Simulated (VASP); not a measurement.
# H3C2 in VASP: notebook

The runs below take H3C2 through single point, with PBE.

Program: VASP 6.6.1. These are calculated values, not measurements. Logs are shortened: lines on timing, memory, paths and dates and some standing lists are left out, and cuts for length are marked.

## Step 1: The cell of the first run

The cell holds a wire or tube with vacuum around it, 10 atoms: a = 12.000 Å, b = 13.200 Å, c = 2.525 Å, α = 90.00°, β = 90.00°, γ = 90.00°.

## Step 2: Single point, PBE

File INCAR:

```
PREC = Accurate
ENCUT = 520
EDIFF = 1E-6
ISMEAR = 0
SIGMA = 0.05
LREAL = F
LASPH = T
NELM = 60
ALGO = Normal
ISIF = 2
LWAVE = F
LCHARG = F
GGA = PE
NBANDS = 22
```

File KPOINTS:

```
Automatic mesh
0
Gamma
  1 1 13
```

File POSCAR:

```
H3C2
1.0
   12.0000000000      0.0000000000      0.0000000000
    0.0000000000     13.2000000000      0.0000000000
    0.0000000000      0.0000000000      2.5254132896
C H
4 6
Direct
    0.5526127769      0.4661792261      0.0000000000
    0.4473872231      0.6014623217      0.5000000000
    0.5526127769      0.3985376783      0.5000000000
    0.4473872231      0.5338207739      1.0000000000
    0.6267778830      0.5138543620      0.0000000000
    0.5215523292      0.6491374576      0.5000000000
    0.3732221170      0.6491374576      0.5000000000
    0.4784476708      0.3508625424      0.5000000000
    0.6267778830      0.3508625424      0.5000000000
    0.3732221170      0.4861456380      1.0000000000
```

Potentials or basis: VASP PAW PBE potentials, release 64 (C, H).

On the command line:

```bash
> cat potpaw_PBE.64/C/POTCAR potpaw_PBE.64/H/POTCAR > POTCAR
> mpirun -np 1 vasp_std > vasp.out
```

OUTCAR:

```text
PREC = Accurate
   ENCUT = 520
   EDIFF = 1E-6
   ISMEAR = 0
   LREAL = F
   LASPH = T
   NELM = 60
   ISIF = 2
   GGA = PE

 ion  position               nearest neighbor table
   1  0.553  0.466  0.000-   5 1.09   3 1.55   3 1.55   4 1.55
   2  0.447  0.601  0.500-   6 1.09   7 1.09   4 1.55   4 1.55
   3  0.553  0.399  0.500-   8 1.09   9 1.09   1 1.55   1 1.55
   4  0.447  0.534  0.000-  10 1.09   2 1.55   2 1.55   1 1.55
   5  0.627  0.514  0.000-   1 1.09
   6  0.522  0.649  0.500-   2 1.09
   7  0.373  0.649  0.500-   2 1.09
   8  0.478  0.351  0.500-   3 1.09
   9  0.627  0.351  0.500-   3 1.09
  10  0.373  0.486  0.000-   4 1.09

  LATTYP: Found a simple orthorhombic cell.
 ALAT       =     2.5254132896
 B/A-ratio  =     4.7516974942
 C/A-ratio  =     5.2268672436

  Lattice vectors:

 A1 = (   0.0000000000,   0.0000000000,   2.5254132896)
 A2 = (  12.0000000000,   0.0000000000,   0.0000000000)
 A3 = (   0.0000000000,  13.2000000000,   0.0000000000)

Analysis of symmetry for initial positions (statically):
=====================================================================
 Subroutine PRICEL returns:
 Original cell was already a primitive cell.

 Routine SETGRP: Setting up the symmetry group for a
 simple orthorhombic supercell.

 Subroutine GETGRP returns: Found  4 space group operations
 (whereof  4 operations were pure point group operations)
 out of a pool of  8 trial point group operations.

The static configuration has the point symmetry C_2h.

Analysis of symmetry for dynamics (positions and initial velocities):
=====================================================================
 Subroutine PRICEL returns:
 Original cell was already a primitive cell.

 Routine SETGRP: Setting up the symmetry group for a
 simple orthorhombic supercell.

 Subroutine GETGRP returns: Found  4 space group operations
 (whereof  4 operations were pure point group operations)
 out of a pool of  8 trial point group operations.

The dynamic configuration has the point symmetry C_2h.

 Subroutine INISYM returns: Found  4 space group operations
 (whereof  4 operations are pure point group operations),
 and found     1 'primitive' translations

----------------------------------------------------------------------------------------

                                     Primitive cell

  volume of cell :     400.0255

  direct lattice vectors                    reciprocal lattice vectors
    12.000000000  0.000000000  0.000000000     0.083333333  0.000000000  0.000000000
     0.000000000 13.200000000  0.000000000     0.000000000  0.075757576  0.000000000
     0.000000000  0.000000000  2.525413290     0.000000000  0.000000000  0.395974791

  length of vectors
    12.000000000 13.200000000  2.525413290     0.083333333  0.075757576  0.395974791

  position of ions in fractional coordinates (direct lattice)
     0.552612777  0.466179226  0.000000000
     0.447387223  0.601462322  0.500000000
     0.552612777  0.398537678  0.500000000
     0.447387223  0.533820774  0.000000000
     0.626777883  0.513854362  0.000000000
     0.521552329  0.649137458  0.500000000
     0.373222117  0.649137458  0.500000000
     0.478447671  0.350862542  0.500000000
     0.626777883  0.350862542  0.500000000
     0.373222117  0.486145638  0.000000000

  ion indices of the primitive-cell ions
   primitive index   ion index
                 1           1
                 2           2
                 3           3
                 4           4
                 5           5
                 6           6
                 7           7
                 8           8
                 9           9
                10          10

----------------------------------------------------------------------------------------

 KPOINTS: Automatic mesh

Automatic generation of k-mesh.
 Grid dimensions read from file:
 generate k-points for:    1    1   13

 Generating k-lattice:

  Cartesian coordinates                     Fractional coordinates (reciprocal lattice)
     0.083333333  0.000000000  0.000000000     1.000000000  0.000000000  0.000000000
     0.000000000  0.075757576  0.000000000     0.000000000  1.000000000  0.000000000
     0.000000000  0.000000000  0.030459599     0.000000000  0.000000000  0.076923077

  Length of vectors
     0.083333333  0.075757576  0.030459599

  Shift w.r.t. Gamma in fractional coordinates (k-lattice)
     0.000000000  0.000000000  0.000000000

 Subroutine IBZKPT returns following result:
 ===========================================

 Found      7 irreducible k-points:

 Following reciprocal coordinates:
            Coordinates               Weight
  0.000000  0.000000  0.000000      1.000000
  0.000000  0.000000  0.076923      2.000000
  0.000000  0.000000  0.153846      2.000000
  0.000000  0.000000  0.230769      2.000000
  0.000000  0.000000  0.307692      2.000000
  0.000000  0.000000  0.384615      2.000000
  0.000000  0.000000  0.461538      2.000000
   k-points           NKPTS =      7   k-points in BZ     NKDIM =      7   number of bands    NBANDS=     22
   number of dos      NEDOS =    301   number of ions     NIONS =     10
   total plane-waves  NPLWV = 176400
   dimension x,y,z NGX =    90 NGY =   98 NGZ =   20
   dimension x,y,z NGXF=   180 NGYF=  196 NGZF=   40
   ions per type =               4   6
   NGX,Y,Z   is equivalent  to a cutoff of  12.47, 12.34, 13.17 a.u.
   NGXF,Y,Z  is equivalent  to a cutoff of  24.94, 24.69, 26.33 a.u.
 SYSTEM =  unknown system
   PREC   = accura    normal or accurate (medium, high low for compatibility)
   ISTART =      0    job   : 0-new  1-cont  2-samecut
   ICHARG =      2    charge: 1-file 2-atom 10-const
   ISPIN  =      1    spin polarized calculation?
   LNONCOLLINEAR =      F non collinear calculations
   LSORBIT =      F    spin-orbit coupling
   LASPH  =      T    aspherical Exc in radial PAW
   ENCUT  =  520.0 eV  38.22 Ry    6.18 a.u.  22.31 24.54  4.70*2*pi/ulx,y,z
   NELM   =     60;   NELMIN=  2; NELMDL= -5     # of ELM steps
   EDIFF  = 0.1E-05   stopping-criterion for ELM
   LREAL  =      F    real-space projection
   EDIFFG = 0.1E-04   stopping-criterion for IOM
   NSW    =      0    number of steps for IOM
   IBRION =     -1    ionic relax: 0-MD 1-quasi-New 2-CG
   NFREE  =      0    steps in history (QN), initial steepest desc. (CG)
   ISIF   =      2    stress and relaxation
   ISYM   =      2    0-nonsym 1-usesym 2-fastsym
   POTIM  = 0.5000    time-step for ionic-motion
   TEBEG  =    0.0;   TEEND  =   0.0 temperature during run
   PSTRESS=    0.0 pullay stress
   NELECT =      22.0000    total number of electrons
   NUPDOWN=      -1.0000    fix difference up-down
   EMIN   =  10.00;   EMAX   =-10.00  energy-range for DOS
   EFERMI =   0.00;   METHOD = LEGACY
   ISMEAR =     0;   SIGMA  =   0.05  broadening in eV -4-tet -1-fermi 0-gaus
   EFERMI_NEDOS =   21; number of points for ismear=-14 and -15
   IALGO  =     38    algorithm
   IMIX   =      4    mixing-type and parameters
     AMIX     =   0.40;   BMIX     =  1.00
     AMIX_MAG =   1.60;   BMIX_MAG =  1.00
  volume/ion in A,a.u.               =      40.00       269.95
  Fermi-wavevector in a.u.,A,eV,Ry     =   0.622568  1.176482  5.273488  0.387590
  Thomas-Fermi vector in A             =   1.682469
   LORBIT       =      0    0 simple, 1 ext, 2 COOP (PROOUT), +10 PAW based schemes
   GGA     = PE    functional components
   LHFCALC =     F    Hartree Fock is set to
   AEXX    =    0.0000 exact exchange contribution
   IVDW    =     0    specifies the selected vdW correction
   LEPSILON=     F    determine dielectric tensor
   LRPA    =     F    only Hartree local field effects (RPA)
 non-spin polarized calculation
 Gauss-broadening in eV      SIGMA  =   0.05
  energy-cutoff  :      520.00
  volume of cell :      400.03
 maximum number of plane-waves:     10801
 NGX is ok and might be reduce to    90
   NGX = 45   NGY = 49   NGZ =  9

 number of electron      22.0000002 magnetization

 Free energy of the ion-electron system (eV)
  ---------------------------------------------------
  ext. energy  EPLUGINS =         0.00000000
  ---------------------------------------------------
  free energy    TOTEN  =       -58.57967920 eV

  energy without entropy =      -58.57967920  energy(sigma->0) =      -58.57967920

 E-fermi :  -4.0067     XC(G=0):  -2.1589

 val. band max:       -4.2559726736   @ k =   0.0000   0.0000   0.0000
 cond. band min:       0.2664065417   @ k =   0.0000   0.0000   0.0000
 fundamental gap:      4.5223792153
 Fermi energy:        -4.0067108607

 k-point     1 :       0.0000    0.0000    0.0000
  band No.  band energies     occupation
      1     -20.3681      2.00000
      2     -18.1338      2.00000
      3     -13.5398      2.00000
      4     -13.0364      2.00000
      5     -10.5986      2.00000
      6      -9.1737      2.00000
[... 14 lines left out ...]
     21       2.6943      0.00000
     22       3.2094      0.00000

 k-point     2 :       0.0000    0.0000    0.0769
  band No.  band energies     occupation
      1     -20.2637      2.00000
      2     -18.0332      2.00000
      3     -13.4783      2.00000
      4     -12.9514      2.00000
      5     -10.5104      2.00000
      6      -9.1241      2.00000
[... 14 lines left out ...]
     21       2.8220      0.00000
     22       3.3378      0.00000

 k-point     3 :       0.0000    0.0000    0.1538
  band No.  band energies     occupation
      1     -19.9517      2.00000
      2     -17.7330      2.00000
      3     -13.3206      2.00000
      4     -12.7076      2.00000
      5     -10.2558      2.00000
      6      -9.0063      2.00000
[... 14 lines left out ...]
     21       3.1658      0.00000
     22       3.7216      0.00000

 k-point     4 :       0.0000    0.0000    0.2308
  band No.  band energies     occupation
      1     -19.4356      2.00000
      2     -17.2379      2.00000
      3     -13.1863      2.00000
      4     -12.3513      2.00000
      5      -9.9033      2.00000
      6      -8.9954      2.00000
[... 14 lines left out ...]
     21       3.7313      0.00000
     22       4.3564      0.00000

 k-point     5 :       0.0000    0.0000    0.3077
  band No.  band energies     occupation
      1     -18.7232      2.00000
      2     -16.5587      2.00000
      3     -13.4087      2.00000
      4     -12.0465      2.00000
      5     -10.0602      2.00000
      6      -9.5341      2.00000
[... 14 lines left out ...]
     21       4.5811      0.00000
     22       5.1553      0.00000

 k-point     6 :       0.0000    0.0000    0.3846
  band No.  band energies     occupation
      1     -17.8323      2.00000
      2     -15.7246      2.00000
      3     -14.2664      2.00000
      4     -12.2980      2.00000
      5     -10.0496      2.00000
      6      -9.9211      2.00000
[... 14 lines left out ...]
     21       5.6301      0.00000
     22       5.7775      0.00000

 k-point     7 :       0.0000    0.0000    0.4615
  band No.  band energies     occupation
      1     -16.8370      2.00000
      2     -15.3814      2.00000
      3     -14.8666      2.00000
      4     -13.1168      2.00000
      5      -9.6762      2.00000
      6      -9.6634      2.00000
[... 14 lines left out ...]
     21       6.0893      0.00000
     22       6.2737      0.00000

------------------------ aborting loop because EDIFF is reached ----------------------------------------

  FORCE on cell =-STRESS in cart. coord.  units (eV):
  Direction    XX          YY          ZZ          XY          YZ          ZX
  --------------------------------------------------------------------------------------
  -------------------------------------------------------------------------------------
  Total        0.7960883     -0.2430393      1.2343924     -0.0230031      0.0000000      0.0000000
  in kB        3.1884837     -0.9734183      4.9439739     -0.0921316      0.0000000      0.0000000
  external PRESSURE =       2.3863464 kB  Pullay stress =       0.0000000 kB

 VOLUME and BASIS-vectors are now :
 -----------------------------------------------------------------------------
  energy-cutoff  :      520.00
  volume of cell :      400.03
      direct lattice vectors                 reciprocal lattice vectors
    12.000000000  0.000000000  0.000000000     0.083333333  0.000000000  0.000000000
     0.000000000 13.200000000  0.000000000     0.000000000  0.075757576  0.000000000
     0.000000000  0.000000000  2.525413290     0.000000000  0.000000000  0.395974791

 POSITION                                       TOTAL-FORCE (eV/Angst)
 -----------------------------------------------------------------------------------
      6.63135      6.15357      0.00000        -1.223826     -1.501739     -0.000000
      5.36865      7.93930      1.26271        -0.486946     -1.575824      0.000000
      6.63135      5.26070      1.26271         0.486946      1.575824      0.000000
      5.36865      7.04643      0.00000         1.223826      1.501739      0.000000
      7.52133      6.78288      0.00000         0.336856      0.273738      0.000000
      6.25863      8.56861      1.26271         0.245183      0.310465      0.000000
      4.47867      8.56861      1.26271        -0.228580      0.365102     -0.000000
      5.74137      4.63139      1.26271        -0.245183     -0.310465      0.000000
      7.52133      4.63139      1.26271         0.228580     -0.365102      0.000000
      4.47867      6.41712      0.00000        -0.336856     -0.273738     -0.000000
 -----------------------------------------------------------------------------------
    total drift:                                0.000000      0.000000      0.000000

  FREE ENERGIE OF THE ION-ELECTRON SYSTEM (eV)
  ---------------------------------------------------
  free  energy   TOTEN  =       -58.5796792022 eV

  energy  without entropy=      -58.5796792022  energy(sigma->0) =      -58.57967920
```

Run time: 69 s. Hardware: 1 thread of Intel Xeon Platinum 8488C (Sapphire Rapids), shared host; peak memory 0.43 GiB.

What came out:

```yaml
Free_energy: -58.5797 eV
Largest_force: 1.937 eV/Å
Band_gap_on_the_k_mesh: 4.52 eV
```

Forces on the atoms (eV/Å):
```
C   -1.224 -1.502  0.000
C   -0.487 -1.576  0.000
C    0.487  1.576  0.000
C    1.224  1.502  0.000
H    0.337  0.274  0.000
H    0.245  0.310  0.000
H   -0.229  0.365  0.000
H   -0.245 -0.310  0.000
H    0.229 -0.365  0.000
H   -0.337 -0.274  0.000
```

(Part 1 of 2 ends here.)
